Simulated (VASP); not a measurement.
# ZnS in VASP: a series of runs

Runs on ZnS. Level: HSE06. Tasks: single point.

Everything below comes from runs of VASP 6.6.1. Logs are shortened: lines on timing, memory, paths and dates and some standing lists are left out, and cuts for length are marked.

### 1 The cell of the first run

Symmetry: F-43m, No. 216, cubic system. The conventional cell has a = 5.388 Å, b = 5.388 Å, c = 5.388 Å, α = 90.00°, β = 90.00°, γ = 90.00°. Within 3.1 Å of Zn (site symmetry -43m) lie 4 S at 2.33 Å. Within 3.1 Å of S (site symmetry -43m) lie 4 Zn at 2.33 Å.

### 2 Single point, HSE06

The input, POSCAR:

```
ZnS
1.0
    0.0000000000      2.6940858315      2.6940858315
    2.6940858315      0.0000000000      2.6940858315
    2.6940858315      2.6940858315      0.0000000000
Zn S
1 1
Direct
    0.0000000000      0.0000000000      0.0000000000
    0.2500000000      0.2500000000      0.2500000000
```

The input, INCAR.step1:

```
SYSTEM = ZnS
PREC = Accurate
ENCUT = 520
EDIFF = 1E-5
ISMEAR = 0
SIGMA = 0.01
LREAL = .FALSE.
LASPH = .TRUE.
NELM = 100
ALGO = Normal
ISIF = 2
LWAVE = .TRUE.
LCHARG = .FALSE.
GGA = PE
NBANDS = 16
```

The input, INCAR.step2:

```
SYSTEM = ZnS
PREC = Accurate
ENCUT = 520
EDIFF = 1E-6
ISMEAR = 0
SIGMA = 0.01
LREAL = .FALSE.
LASPH = .TRUE.
NELM = 100
ALGO = Normal
ISIF = 2
LWAVE = .FALSE.
LCHARG = .FALSE.
GGA = PE
LHFCALC = .TRUE.
HFSCREEN = 0.2079
PRECFOCK = Normal
ISTART = 1
NBANDS = 16
```

The input, KPOINTS:

```
Automatic mesh
0
G
  6 6 6
  0 0 0
```

Potentials or basis: VASP PAW PBE potentials, release 64 (Zn, S).

On the command line:

```sh
$ cat potpaw_PBE.64/Zn/POTCAR potpaw_PBE.64/S/POTCAR > POTCAR
$ cp INCAR.step1 INCAR
$ mpirun -np 1 vasp_std > vasp.out
$ cp INCAR.step2 INCAR
$ mpirun -np 1 vasp_std > vasp.out
```

OUTCAR:

```text
SYSTEM = ZnS
   PREC = Accurate
   ENCUT = 520
   EDIFF = 1E-6
   ISMEAR = 0
   LREAL = .FALSE.
   LASPH = .TRUE.
   NELM = 100
   ISIF = 2
   GGA = PE
   LHFCALC = .TRUE.
   HFSCREEN = 0.2079
   PRECFOCK = Normal
   ISTART = 1

 ion  position               nearest neighbor table
   1  0.000  0.000  0.000-   2 2.33   2 2.33   2 2.33   2 2.33
   2  0.250  0.250  0.250-   1 2.33   1 2.33   1 2.33   1 2.33

  LATTYP: Found a face centered cubic cell.
 ALAT       =     5.3881716630

  Lattice vectors:

 A1 = (   0.0000000000,   2.6940858315,   2.6940858315)
 A2 = (   2.6940858315,   0.0000000000,   2.6940858315)
 A3 = (   2.6940858315,   2.6940858315,   0.0000000000)

Analysis of symmetry for initial positions (statically):
=====================================================================
 Subroutine PRICEL returns:
 Original cell was already a primitive cell.

 Routine SETGRP: Setting up the symmetry group for a
 face centered cubic supercell.

 Subroutine GETGRP returns: Found 24 space group operations
 (whereof 24 operations were pure point group operations)
 out of a pool of 48 trial point group operations.

The static configuration has the point symmetry T_d .

Analysis of symmetry for dynamics (positions and initial velocities):
=====================================================================
 Subroutine PRICEL returns:
 Original cell was already a primitive cell.

 Routine SETGRP: Setting up the symmetry group for a
 face centered cubic supercell.

 Subroutine GETGRP returns: Found 24 space group operations
 (whereof 24 operations were pure point group operations)
 out of a pool of 48 trial point group operations.

The dynamic configuration has the point symmetry T_d .

 Subroutine INISYM returns: Found 24 space group operations
 (whereof 24 operations are pure point group operations),
 and found     1 'primitive' translations

----------------------------------------------------------------------------------------

                                     Primitive cell

  volume of cell :      39.1079

  direct lattice vectors                    reciprocal lattice vectors
     0.000000000  2.694085831  2.694085831    -0.185591711  0.185591711  0.185591711
     2.694085831  0.000000000  2.694085831     0.185591711 -0.185591711  0.185591711
     2.694085831  2.694085831  0.000000000     0.185591711  0.185591711 -0.185591711

  length of vectors
     3.810012721  3.810012721  3.810012721     0.321454274  0.321454274  0.321454274

  position of ions in fractional coordinates (direct lattice)
     0.000000000  0.000000000  0.000000000
     0.250000000  0.250000000  0.250000000

  ion indices of the primitive-cell ions
   primitive index   ion index
                 1           1
                 2           2

----------------------------------------------------------------------------------------

 KPOINTS: Automatic mesh

Automatic generation of k-mesh.
 Grid dimensions read from file:
 generate k-points for:    6    6    6

 Generating k-lattice:

  Cartesian coordinates                     Fractional coordinates (reciprocal lattice)
    -0.030931952  0.030931952  0.030931952     0.166666667  0.000000000  0.000000000
     0.030931952 -0.030931952  0.030931952     0.000000000  0.166666667  0.000000000
     0.030931952  0.030931952 -0.030931952     0.000000000  0.000000000  0.166666667

  Length of vectors
     0.053575712  0.053575712  0.053575712

  Shift w.r.t. Gamma in fractional coordinates (k-lattice)
     0.000000000  0.000000000  0.000000000

 Subroutine IBZKPT returns following result:
 ===========================================

 Found     16 irreducible k-points:

 Following reciprocal coordinates:
            Coordinates               Weight
  0.000000  0.000000  0.000000      1.000000
  0.166667  0.000000  0.000000      8.000000
  0.333333  0.000000  0.000000      8.000000
  0.500000  0.000000  0.000000      4.000000
  0.166667  0.166667  0.000000      6.000000
  0.333333  0.166667  0.000000     24.000000
[... 8 lines left out ...]
 -0.333333  0.333333  0.166667     24.000000
 -0.333333  0.500000  0.166667     12.000000
   k-points           NKPTS =     16   k-points in BZ     NKDIM =    216   number of bands    NBANDS=     16
   number of dos      NEDOS =    301   number of ions     NIONS =      2
   total plane-waves  NPLWV =  21952
   dimension x,y,z NGX =    28 NGY =   28 NGZ =   28
   dimension x,y,z NGXF=    56 NGYF=   56 NGZF=   56
   ions per type =               1   1
   NGX,Y,Z   is equivalent  to a cutoff of  12.22, 12.22, 12.22 a.u.
   NGXF,Y,Z  is equivalent  to a cutoff of  24.44, 24.44, 24.44 a.u.
 SYSTEM =  ZnS
   PREC   = accura    normal or accurate (medium, high low for compatibility)
   ISTART =      1    job   : 0-new  1-cont  2-samecut
   ICHARG =      0    charge: 1-file 2-atom 10-const
   ISPIN  =      1    spin polarized calculation?
   LNONCOLLINEAR =      F non collinear calculations
   LSORBIT =      F    spin-orbit coupling
   LASPH  =      T    aspherical Exc in radial PAW
   ENCUT  =  520.0 eV  38.22 Ry    6.18 a.u.   7.08  7.08  7.08*2*pi/ulx,y,z
   NELM   =    100;   NELMIN=  2; NELMDL=  0     # of ELM steps
   EDIFF  = 0.1E-05   stopping-criterion for ELM
   LREAL  =      F    real-space projection
   EDIFFG = 0.1E-04   stopping-criterion for IOM
   NSW    =      0    number of steps for IOM
   IBRION =     -1    ionic relax: 0-MD 1-quasi-New 2-CG
   NFREE  =      0    steps in history (QN), initial steepest desc. (CG)
   ISIF   =      2    stress and relaxation
   ISYM   =      3    0-nonsym 1-usesym 2-fastsym
   POTIM  = 0.5000    time-step for ionic-motion
   TEBEG  =    0.0;   TEEND  =   0.0 temperature during run
   PSTRESS=    0.0 pullay stress
   NELECT =      18.0000    total number of electrons
   NUPDOWN=      -1.0000    fix difference up-down
   EMIN   =  10.00;   EMAX   =-10.00  energy-range for DOS
   EFERMI =   0.00;   METHOD = LEGACY
   ISMEAR =     0;   SIGMA  =   0.01  broadening in eV -4-tet -1-fermi 0-gaus
   EFERMI_NEDOS =   21; number of points for ismear=-14 and -15
   IALGO  =     38    algorithm
   IMIX   =      1    mixing-type and parameters
     AMIX     =   0.40;   BMIX     =  1.00
     AMIX_MAG =   1.60;   BMIX_MAG =  1.00
  volume/ion in A,a.u.               =      19.55       131.96
  Fermi-wavevector in a.u.,A,eV,Ry     =   1.263992  2.388598 21.737690  1.597675
  Thomas-Fermi vector in A             =   2.397320
   LORBIT       =      0    0 simple, 1 ext, 2 COOP (PROOUT), +10 PAW based schemes
   GGA     = PE    functional components
   LHFCALC =     T    Hartree Fock is set to
   PRECFOCK=normal    Normal, Fast or Accurate (Low or Medium for compatibility)
   ENCUT4O =  -1.0   cutoff for four orbital integrals eV
   NKREDX  =     1    reduce k-point grid by
   NKREDY  =     1    reduce k-point grid by
   NKREDZ  =     1    reduce k-point grid by
   AEXX    =    0.2500 exact exchange contribution
   HFSCREEN=    0.2079 screening length (either q_TF or 0.3 A-1)
   HFSCREENC=   0.2079 screening length for correlation (either q_TF or 0.3 A-1)
   ENCUTFOCK=  -1.0 apply spherical cutoff to Coloumb kernel
   IVDW    =     0    specifies the selected vdW correction
   LEPSILON=     F    determine dielectric tensor
   LRPA    =     F    only Hartree local field effects (RPA)
 non-spin polarized calculation
 Gauss-broadening in eV      SIGMA  =   0.01
  energy-cutoff  :      520.00
  volume of cell :       39.11
 maximum number of plane-waves:      1067
  NGX = 24; NGY = 24; NGZ = 24

 number of electron      18.0000006 magnetization

 Free energy of the ion-electron system (eV)
  ---------------------------------------------------
  ext. energy  EPLUGINS =         0.00000000
  ---------------------------------------------------
  free energy    TOTEN  =        -8.36938664 eV

  energy without entropy =       -8.36938664  energy(sigma->0) =       -8.36938664

 E-fermi :   1.5245     XC(G=0):  -8.0046

 val. band max:        1.4641765694   @ k =   0.0000   0.0000   0.0000
 cond. band min:       4.8316824598   @ k =   0.0000   0.0000   0.0000
 fundamental gap:      3.3675058904
 Fermi energy:         1.5244856795

 k-point     1 :       0.0000    0.0000    0.0000
  band No.  band energies     occupation
      1     -12.9228      2.00000
      2      -6.4143      2.00000
      3      -6.4143      2.00000
      4      -6.4143      2.00000
      5      -5.9599      2.00000
      6      -5.9599      2.00000
[... 8 lines left out ...]
     15      14.6699      0.00000
     16      14.9036      0.00000

 k-point     2 :       0.1667    0.0000    0.0000
  band No.  band energies     occupation
      1     -12.7014      2.00000
      2      -6.3806      2.00000
      3      -6.3806      2.00000
      4      -6.3760      2.00000
      5      -5.9618      2.00000
      6      -5.9618      2.00000
[... 8 lines left out ...]
     15      13.7938      0.00000
     16      15.5893      0.00000

 k-point     3 :       0.3333    0.0000    0.0000
  band No.  band energies     occupation
      1     -12.2030      2.00000
      2      -6.3246      2.00000
      3      -6.3246      2.00000
      4      -6.1386      2.00000
      5      -5.9502      2.00000
      6      -5.9502      2.00000
[... 8 lines left out ...]
     15      14.4907      0.00000
     16      14.6926      0.00000

 k-point     4 :       0.5000    0.0000    0.0000
  band No.  band energies     occupation
      1     -11.9181      2.00000
      2      -6.3045      2.00000
      3      -6.3045      2.00000
      4      -5.9342      2.00000
      5      -5.9342      2.00000
      6      -5.7197      2.00000
[... 8 lines left out ...]
     15      16.4951      0.00000
     16      16.4951      0.00000

 k-point     5 :       0.1667    0.1667    0.0000
  band No.  band energies     occupation
      1     -12.6275      2.00000
      2      -6.4058      2.00000
      3      -6.3482      2.00000
      4      -6.3482      2.00000
      5      -5.9838      2.00000
      6      -5.9427      2.00000
[... 8 lines left out ...]
     15      15.0526      0.00000
     16      17.1329      0.00000

 k-point     6 :       0.3333    0.1667    0.0000
  band No.  band energies     occupation
      1     -12.2175      2.00000
      2      -6.3397      2.00000
      3      -6.2817      2.00000
      4      -6.2309      2.00000
      5      -5.9700      2.00000
      6      -5.9283      2.00000
[... 8 lines left out ...]
     15      15.5349      0.00000
     16      16.9238      0.00000
[... 115 lines left out ...]
 k-point    13 :       0.5000    0.5000    0.0000
  band No.  band energies     occupation
      1     -11.5849      2.00000
      2      -6.3067      2.00000
      3      -6.0993      2.00000
      4      -6.0993      2.00000
      5      -5.8909      2.00000
      6      -5.6805      2.00000
[... 8 lines left out ...]
     15      16.7917      0.00000
     16      17.6213      0.00000

 k-point    14 :       0.5000    0.3333    0.1667
  band No.  band energies     occupation
      1     -11.8608      2.00000
      2      -6.2711      2.00000
      3      -6.2409      2.00000
      4      -6.0965      2.00000
      5      -5.9346      2.00000
      6      -5.8304      2.00000
[... 8 lines left out ...]
     15      17.1012      0.00000
     16      17.7718      0.00000

 k-point    15 :      -0.3333    0.3333    0.1667
  band No.  band energies     occupation
      1     -11.6690      2.00000
      2      -6.2590      2.00000
      3      -6.2044      2.00000
      4      -6.0092      2.00000
      5      -5.9576      2.00000
      6      -5.5805      2.00000
[... 8 lines left out ...]
     15      16.8124      0.00000
     16      17.6189      0.00000

 k-point    16 :      -0.3333    0.5000    0.1667
  band No.  band energies     occupation
      1     -11.5811      2.00000
      2      -6.2583      2.00000
      3      -6.1548      2.00000
      4      -6.0512      2.00000
      5      -5.9347      2.00000
      6      -5.5487      2.00000
[... 8 lines left out ...]
     15      17.0989      0.00000
     16      17.9180      0.00000

------------------------ aborting loop because EDIFF is reached ----------------------------------------

  FORCE on cell =-STRESS in cart. coord.  units (eV):
  Direction    XX          YY          ZZ          XY          YZ          ZX
  --------------------------------------------------------------------------------------
  -------------------------------------------------------------------------------------
  Total        0.3915871      0.3915871      0.3915871      0.0000000      0.0000000     -0.0000000
  in kB       16.0425989     16.0425989     16.0425989      0.0000000      0.0000000     -0.0000000
  external PRESSURE =      16.0425989 kB  Pullay stress =       0.0000000 kB

 VOLUME and BASIS-vectors are now :
 -----------------------------------------------------------------------------
  energy-cutoff  :      520.00
  volume of cell :       39.11
      direct lattice vectors                 reciprocal lattice vectors
     0.000000000  2.694085831  2.694085831    -0.185591711  0.185591711  0.185591711
     2.694085831  0.000000000  2.694085831     0.185591711 -0.185591711  0.185591711
     2.694085831  2.694085831  0.000000000     0.185591711  0.185591711 -0.185591711

 POSITION                                       TOTAL-FORCE (eV/Angst)
 -----------------------------------------------------------------------------------
      0.00000      0.00000      0.00000         0.000000      0.000000      0.000000
      1.34704      1.34704      1.34704        -0.000000     -0.000000     -0.000000
 -----------------------------------------------------------------------------------
    total drift:                                0.000159      0.000099      0.000084

  FREE ENERGIE OF THE ION-ELECTRON SYSTEM (eV)
  ---------------------------------------------------
  free  energy   TOTEN  =        -8.3693866398 eV

  energy  without entropy=       -8.3693866398  energy(sigma->0) =       -8.36938664
```

Run time: 31 min. Hardware: 1 thread of AMD EPYC 7R13 (Zen 3), shared host; peak memory 0.25 GiB.

What came out:

- Free energy: -8.3694 eV
- Pressure: 1.6 GPa
- Band gap on the k mesh: 3.37 eV

Caveat: the PAW data sets were made with another functional, which shifts forces and pressure a little.

(Part 1 of 2 ends here.)
